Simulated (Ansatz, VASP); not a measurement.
# Sb: VASP beside Ansatz

Contents of INCAR:

```
SYSTEM = Sb
ALGO = Normal
EDIFF = 1E-6
EDIFFG = -0.04
ENCUT = 600
GGA = PE
IBRION = 2
ISIF = 3
ISMEAR = 0
LASPH = .True.
LCHARG = .False.
LREAL = .False.
LWAVE = .False.
NELM = 80
NSW = 90
PREC = Accurate
SIGMA = 0.1
```

Contents of KPOINTS:

```
k-points
0
Gamma
  6 6 6
  0 0 0
```

Contents of POSCAR:

```
Sb
1.0
    1.8699283900     -2.2476075300      0.0000000000
    1.8699283900      2.2476075300      0.0000000000
    0.0000000000      0.0000000000      3.6856739100
Sb
1
Direct
    0.0000000000      0.0000000000      0.0000000000
```

Input for Ansatz:

```yaml
crystal:
  lattice:
    - [1.86992839, -2.24760753, 0.0]
    - [1.86992839, 2.24760753, 0.0]
    - [0.0, 0.0, 3.68567391]
  atoms:
    - { symbol: Sb, position: [0.0, 0.0, 0.0] }
basis:
  ecutwfc: 420
kpoints:
  mp_grid: { grid: [6, 6, 6] }
hamiltonian:
  xc: pbe
scf:
  occupations: { method: gaussian, width: 0.1 }
  lower_state_search: "off"
output:
  forces: true
  stress: true
  eigenvalues: true
relax:
  adjacent_minimum: "off"
  f_tol: 0.04
  max_steps: 70
  cell: { stress_tol: 0.4 }
```

Alike in both runs: task relaxation of cell and atoms; functional PBE; k mesh 6 × 6 × 6; occupations gaussian, width 0.1 eV; no spin polarisation.

```csv
,VASP,Ansatz
version,VASP 6.6.1,Ansatz 0.2.0
potentials or method,"VASP PAW PBE potentials, release 64 (Sb), cutoff 600 eV","scalar-relativistic, plane waves, PAW"
valence electrons in the cell,5,15
```

```tsv
	VASP	Ansatz	Ansatz less VASP
gap on the k mesh at the Fermi level, each at its own relaxed structure (eV)	none	none	-
relaxed volume (Å³/atom)	30.49	30.42	-0.079
relaxed cell length with the largest relative difference (Å)	3.128	3.184	+0.0559
```

A gap of «none» marks a metal or a gap that the smearing closes. VASP's potentials hold 5 valence electrons a cell and Ansatz's 15, so a difference there can come from the potentials and not from the codes.

The k mesh is coarse, so the values compare programs but aren't converged. Neither program's run includes spin-orbit coupling.
